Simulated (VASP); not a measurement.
Crystal: SrCl2.

```xyz
3
Lattice="0.0000 3.4884 3.4884 3.4884 0.0000 3.4884 3.4884 3.4884 0.0000" Properties=species:S:1:pos:R:3 pbc="T T T"
Sr    0.0000    0.0000    0.0000
Cl    1.7442    1.7442    1.7442
Cl    5.2325    5.2325    5.2325
```

- Program: VASP 6.6.1
- Task: relaxation of cell and atoms
- Functional: PBE
- Potentials or basis: VASP PAW PBE potentials, release 64 (Sr_sv, Cl)
- Cutoff: 600 eV
- k mesh: 6 × 6 × 6
- Occupations: fermi-dirac, width 0.02 eV
- Spin: no spin polarisation

At the start: pressure 1.1 GPa; volume 28.30 Å³/atom.

Question: Where does the relaxation end?

Answer: Over 3 steps the energy falls by 3.0 meV/atom and the volume is 29.18 Å³/atom (+3.1 %); space group Fm-3m (No. 225, to 0.05 Å).

The path:
```tsv
step	energy change (eV)	largest force (eV/Å)	pressure (GPa)	volume (Å³)
1	0.0000	0.0000	1.11	84.90
2	-0.0090	0.0000	0.09	87.33
3	-0.0090	0.0000	0.00	87.55
```

Final structure:
```
Sr Cl
1.0
     0.00000    3.52439    3.52439
     3.52439    0.00000    3.52439
     3.52439    3.52439    0.00000
Sr Cl
1 2
Direct
  0.00000 0.00000 0.00000
  0.25000 0.25000 0.25000
  0.75000 0.75000 0.75000
```
